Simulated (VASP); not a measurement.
# SiC (P1) in VASP: single point with r2SCAN

Aim: the single point of SiC with r2SCAN.

Everything below comes from runs of VASP 6.6.1. Logs are shortened: lines on timing, memory, paths and dates and some standing lists are left out, and cuts for length are marked.

### Step 1. The cell of the first run

The typed cell holds 2 atoms: a = 3.080 Å, b = 3.080 Å, c = 3.080 Å, α = 60.00°, β = 60.00°, γ = 60.00°.

### Step 2. Single point, r2SCAN (atoms moved at random)

The input, POSCAR:

```
SiC
1.0
    0.0000000000      2.1781449820      2.1781449820
    2.1781449820      0.0000000000      2.1781449820
    2.1781449820      2.1781449820      0.0000000000
Si C
1 1
Direct
   -0.0415848990      0.0086343727     -0.0182186212
    0.7915848990      0.7413656273      0.7682186212
```

The input, INCAR.step1:

```
PREC = Accurate
ENCUT = 520
ISMEAR = 0
SIGMA = 0.05
LREAL = F
LASPH = T
NELM = 80
NBANDS = 11
GGA = PE
ALGO = Normal
EDIFF = 1E-4
LWAVE = T
LCHARG = F
```

The input, INCAR.step2:

```
PREC = Accurate
ENCUT = 520
EDIFF = 1E-6
ISMEAR = 0
SIGMA = 0.05
LREAL = F
LASPH = T
NELM = 80
ALGO = Normal
ISIF = 2
LWAVE = F
LCHARG = F
METAGGA = R2SCAN
LMIXTAU = T
NBANDS = 11
ISTART = 1
```

The input, KPOINTS:

```
Automatic mesh
0
Gamma
  8 8 8
```

Potentials or basis: VASP PAW PBE potentials, release 64 (Si, C).

On the command line:

```
$ cat potpaw_PBE.64/Si/POTCAR potpaw_PBE.64/C/POTCAR > POTCAR
$ cp INCAR.step1 INCAR
$ mpirun -np 1 vasp_std > vasp.out
$ cp INCAR.step2 INCAR
$ mpirun -np 1 vasp_std > vasp.out
```

OUTCAR:

```text
PREC = Accurate
   ENCUT = 520
   EDIFF = 1E-6
   ISMEAR = 0
   LREAL = F
   LASPH = T
   NELM = 80
   ISIF = 2
   METAGGA = R2SCAN
   ISTART = 1

 ion  position               nearest neighbor table
   1  0.958  0.009  0.982-   2 1.64   2 1.87   2 2.00   2 2.11
   2  0.792  0.741  0.768-   1 1.64   1 1.87   1 2.00   1 2.11

  LATTYP: Found a face centered cubic cell.
 ALAT       =     4.3562899640

  Lattice vectors:

 A1 = (   0.0000000000,   2.1781449820,   2.1781449820)
 A2 = (   2.1781449820,   0.0000000000,   2.1781449820)
 A3 = (   2.1781449820,   2.1781449820,   0.0000000000)

Analysis of symmetry for initial positions (statically):
=====================================================================
 Subroutine PRICEL returns:
 Original cell was already a primitive cell.

 Routine SETGRP: Setting up the symmetry group for a
 face centered cubic supercell.

 Subroutine GETGRP returns: Found  1 space group operations
 (whereof  1 operations were pure point group operations)
 out of a pool of 48 trial point group operations.

The static configuration has the point symmetry C_1 .

Analysis of symmetry for dynamics (positions and initial velocities):
=====================================================================
 Subroutine PRICEL returns:
 Original cell was already a primitive cell.

 Routine SETGRP: Setting up the symmetry group for a
 face centered cubic supercell.

 Subroutine GETGRP returns: Found  1 space group operations
 (whereof  1 operations were pure point group operations)
 out of a pool of 48 trial point group operations.

The dynamic configuration has the point symmetry C_1 .

 Subroutine INISYM returns: Found  1 space group operations
 (whereof  1 operations are pure point group operations),
 and found     1 'primitive' translations

----------------------------------------------------------------------------------------

                                     Primitive cell

  volume of cell :      20.6676

  direct lattice vectors                    reciprocal lattice vectors
     0.000000000  2.178144982  2.178144982    -0.229553131  0.229553131  0.229553131
     2.178144982  0.000000000  2.178144982     0.229553131 -0.229553131  0.229553131
     2.178144982  2.178144982  0.000000000     0.229553131  0.229553131 -0.229553131

  length of vectors
     3.080362174  3.080362174  3.080362174     0.397597686  0.397597686  0.397597686

  position of ions in fractional coordinates (direct lattice)
     0.958415101  0.008634373  0.981781379
     0.791584899  0.741365627  0.768218621

  ion indices of the primitive-cell ions
   primitive index   ion index
                 1           1
                 2           2

----------------------------------------------------------------------------------------

 KPOINTS: Automatic mesh

Automatic generation of k-mesh.
 Grid dimensions read from file:
 generate k-points for:    8    8    8

 Generating k-lattice:

  Cartesian coordinates                     Fractional coordinates (reciprocal lattice)
    -0.028694141  0.028694141  0.028694141     0.125000000  0.000000000  0.000000000
     0.028694141 -0.028694141  0.028694141     0.000000000  0.125000000  0.000000000
     0.028694141  0.028694141 -0.028694141     0.000000000  0.000000000  0.125000000

  Length of vectors
     0.049699711  0.049699711  0.049699711

  Shift w.r.t. Gamma in fractional coordinates (k-lattice)
     0.000000000  0.000000000  0.000000000

 Subroutine IBZKPT returns following result:
 ===========================================

 Found    260 irreducible k-points:

 Following reciprocal coordinates:
            Coordinates               Weight
  0.000000  0.000000  0.000000      1.000000
  0.125000  0.000000  0.000000      2.000000
  0.000000  0.125000  0.000000      2.000000
  0.000000  0.000000  0.125000      2.000000
  0.125000  0.125000  0.125000      2.000000
  0.250000  0.000000  0.000000      2.000000
[... 16 lines left out ...]
  0.125000  0.000000  0.250000      2.000000
  0.125000  0.125000 -0.125000      2.000000
 [... further k-points ...]
   k-points           NKPTS =    260   k-points in BZ     NKDIM =    260   number of bands    NBANDS=     11
   number of dos      NEDOS =    301   number of ions     NIONS =      2
   total plane-waves  NPLWV =  13824
   dimension x,y,z NGX =    24 NGY =   24 NGZ =   24
   dimension x,y,z NGXF=    48 NGYF=   48 NGZF=   48
   ions per type =               1   1
   NGX,Y,Z   is equivalent  to a cutoff of  12.95, 12.95, 12.95 a.u.
   NGXF,Y,Z  is equivalent  to a cutoff of  25.91, 25.91, 25.91 a.u.
 SYSTEM =  unknown system
   PREC   = accura    normal or accurate (medium, high low for compatibility)
   ISTART =      1    job   : 0-new  1-cont  2-samecut
   ICHARG =      0    charge: 1-file 2-atom 10-const
   ISPIN  =      1    spin polarized calculation?
   LNONCOLLINEAR =      F non collinear calculations
   LSORBIT =      F    spin-orbit coupling
   LASPH  =      T    aspherical Exc in radial PAW
   ENCUT  =  520.0 eV  38.22 Ry    6.18 a.u.   5.73  5.73  5.73*2*pi/ulx,y,z
   NELM   =     80;   NELMIN=  2; NELMDL=  0     # of ELM steps
   EDIFF  = 0.1E-05   stopping-criterion for ELM
   LREAL  =      F    real-space projection
   EDIFFG = 0.1E-04   stopping-criterion for IOM
   NSW    =      0    number of steps for IOM
   IBRION =     -1    ionic relax: 0-MD 1-quasi-New 2-CG
   NFREE  =      0    steps in history (QN), initial steepest desc. (CG)
   ISIF   =      2    stress and relaxation
   ISYM   =      2    0-nonsym 1-usesym 2-fastsym
   POTIM  = 0.5000    time-step for ionic-motion
   TEBEG  =    0.0;   TEEND  =   0.0 temperature during run
   PSTRESS=    0.0 pullay stress
   NELECT =       8.0000    total number of electrons
   NUPDOWN=      -1.0000    fix difference up-down
   EMIN   =  10.00;   EMAX   =-10.00  energy-range for DOS
   EFERMI =   0.00;   METHOD = LEGACY
   ISMEAR =     0;   SIGMA  =   0.05  broadening in eV -4-tet -1-fermi 0-gaus
   EFERMI_NEDOS =   21; number of points for ismear=-14 and -15
   IALGO  =     38    algorithm
   IMIX   =      4    mixing-type and parameters
     AMIX     =   0.40;   BMIX     =  1.00
     AMIX_MAG =   1.60;   BMIX_MAG =  1.00
  volume/ion in A,a.u.               =      10.33        69.74
  Fermi-wavevector in a.u.,A,eV,Ry     =   1.193094  2.254621 19.367534  1.423474
  Thomas-Fermi vector in A             =   2.329117
   LORBIT       =      0    0 simple, 1 ext, 2 COOP (PROOUT), +10 PAW based schemes
   METAGGA = R2SCAN    functional components
   LHFCALC =     F    Hartree Fock is set to
   AEXX    =    0.0000 exact exchange contribution
   IVDW    =     0    specifies the selected vdW correction
   LEPSILON=     F    determine dielectric tensor
   LRPA    =     F    only Hartree local field effects (RPA)
 non-spin polarized calculation
 Gauss-broadening in eV      SIGMA  =   0.05
  energy-cutoff  :      520.00
  volume of cell :       20.67
 maximum number of plane-waves:       568
   NGX = 11   NGY = 11   NGZ = 11

 number of electron       8.0000000 magnetization

 Free energy of the ion-electron system (eV)
  ---------------------------------------------------
  ext. energy  EPLUGINS =         0.00000000
  ---------------------------------------------------
  free energy    TOTEN  =       -18.31483153 eV

  energy without entropy =      -18.31483153  energy(sigma->0) =      -18.31483153

 E-fermi :   9.2209     XC(G=0): -11.9369

 val. band max:        9.0041962461   @ k =   0.0000   0.0000   0.0000
 cond. band min:       9.4175510116   @ k =   0.0000   0.5000   0.5000
 fundamental gap:      0.4133547656
 Fermi energy:         9.2209153896

 k-point     1 :       0.0000    0.0000    0.0000
  band No.  band energies     occupation
      1      -8.2642      2.00000
      2       6.3234      2.00000
      3       8.1888      2.00000
      4       9.0042      2.00000
      5      14.4210      0.00000
      6      15.5781      0.00000
      7      15.7209      0.00000
      8      16.7923      0.00000
      9      23.0228      0.00000
     10      23.1684      0.00000
     11      24.7828      0.00000

 k-point     2 :       0.1250    0.0000    0.0000
  band No.  band energies     occupation
      1      -7.9576      2.00000
      2       6.0487      2.00000
      3       7.2672      2.00000
      4       8.1593      2.00000
      5      14.7923      0.00000
      6      15.6492      0.00000
      7      16.1391      0.00000
      8      17.2816      0.00000
      9      22.2382      0.00000
     10      22.4990      0.00000
     11      24.2257      0.00000

 k-point     3 :       0.0000    0.1250    0.0000
  band No.  band energies     occupation
      1      -7.9503      2.00000
      2       5.5536      2.00000
      3       7.3980      2.00000
      4       8.7790      2.00000
      5      14.5582      0.00000
      6      15.6630      0.00000
      7      15.8767      0.00000
      8      17.7470      0.00000
      9      21.7951      0.00000
     10      22.1923      0.00000
     11      24.9722      0.00000

 k-point     4 :       0.0000    0.0000    0.1250
  band No.  band energies     occupation
      1      -7.9544      2.00000
      2       5.9228      2.00000
      3       7.0134      2.00000
      4       8.6697      2.00000
      5      14.5955      0.00000
      6      15.6584      0.00000
      7      16.1385      0.00000
      8      17.4534      0.00000
      9      22.0370      0.00000
     10      22.3879      0.00000
     11      24.4712      0.00000
[... 239 lines left out ...]
 k-point    22 :       0.0000    0.2500    0.1250
  band No.  band energies     occupation
      1      -7.1293      2.00000
      2       3.8896      2.00000
      3       6.4382      2.00000
      4       7.8264      2.00000
      5      13.7972      0.00000
      6      15.5434      0.00000
      7      16.9432      0.00000
      8      18.6692      0.00000
      9      20.4613      0.00000
     10      23.7493      0.00000
     11      25.9817      0.00000

 k-point    23 :       0.1250    0.0000    0.2500
  band No.  band energies     occupation
      1      -7.1363      2.00000
      2       4.3362      2.00000
      3       5.7533      2.00000
      4       7.8660      2.00000
      5      13.7815      0.00000
      6      15.7261      0.00000
      7      17.3071      0.00000
      8      18.5737      0.00000
      9      20.5731      0.00000
     10      23.5169      0.00000
     11      25.3896      0.00000

 k-point    24 :       0.1250    0.1250   -0.1250
  band No.  band energies     occupation
      1      -7.1492      2.00000
      2       4.6996      2.00000
      3       5.7227      2.00000
      4       7.4449      2.00000
      5      14.0063      0.00000
      6      15.6409      0.00000
      7      16.8286      0.00000
      8      18.0673      0.00000
      9      21.1512      0.00000
     10      24.5569      0.00000
     11      25.7251      0.00000

 [... further k-points ...]

------------------------ aborting loop because EDIFF is reached ----------------------------------------

  FORCE on cell =-STRESS in cart. coord.  units (eV):
  Direction    XX          YY          ZZ          XY          YZ          ZX
  --------------------------------------------------------------------------------------
  -------------------------------------------------------------------------------------
  Total        2.4429805      0.6587249      1.7932482      1.8844832      1.8376685      2.6621935
  in kB      189.3826684     51.0651112    139.0146755    146.0873148    142.4581856    206.3763130
  external PRESSURE =     126.4874850 kB  Pullay stress =       0.0000000 kB

 VOLUME and BASIS-vectors are now :
 -----------------------------------------------------------------------------
  energy-cutoff  :      520.00
  volume of cell :       20.67
      direct lattice vectors                 reciprocal lattice vectors
     0.000000000  2.178144982  2.178144982    -0.229553131  0.229553131  0.229553131
     2.178144982  0.000000000  2.178144982     0.229553131 -0.229553131  0.229553131
     2.178144982  2.178144982  0.000000000     0.229553131  0.229553131 -0.229553131

 POSITION                                       TOTAL-FORCE (eV/Angst)
 -----------------------------------------------------------------------------------
      2.15727      4.22603      2.10637         3.748423      5.459200      4.092322
      3.28809      3.39748      3.33899        -3.748423     -5.459200     -4.092322
 -----------------------------------------------------------------------------------
    total drift:                                0.000056      0.000219      0.000081

  FREE ENERGIE OF THE ION-ELECTRON SYSTEM (eV)
  ---------------------------------------------------
  free  energy   TOTEN  =       -18.3148315282 eV

  energy  without entropy=      -18.3148315282  energy(sigma->0) =      -18.31483153
```

Wall time 94 s (1 thread of Intel Xeon Platinum 8488C (Sapphire Rapids), shared host); peak memory 0.18 GiB.

Results:

* Free energy: -18.3148 eV
* Pressure: 12.6 GPa
* Largest force: 7.785 eV/Å
* Band gap on the k mesh: 0.41 eV, indirect (least direct gap 4.38 eV)

Forces in eV/Å, atoms in the order of the input:
```
Si   3.748  5.459  4.092
C   -3.748 -5.459 -4.092
```

Stress tensor (GPa, compression positive):
```
18.94 14.61 20.64
14.61  5.11 14.25
20.64 14.25 13.90
```

Caveat: the cell differs from its parent crystal (atoms moved at random); the PAW data sets were made with another functional, which shifts forces and pressure a little. A k mesh can miss the band edges.
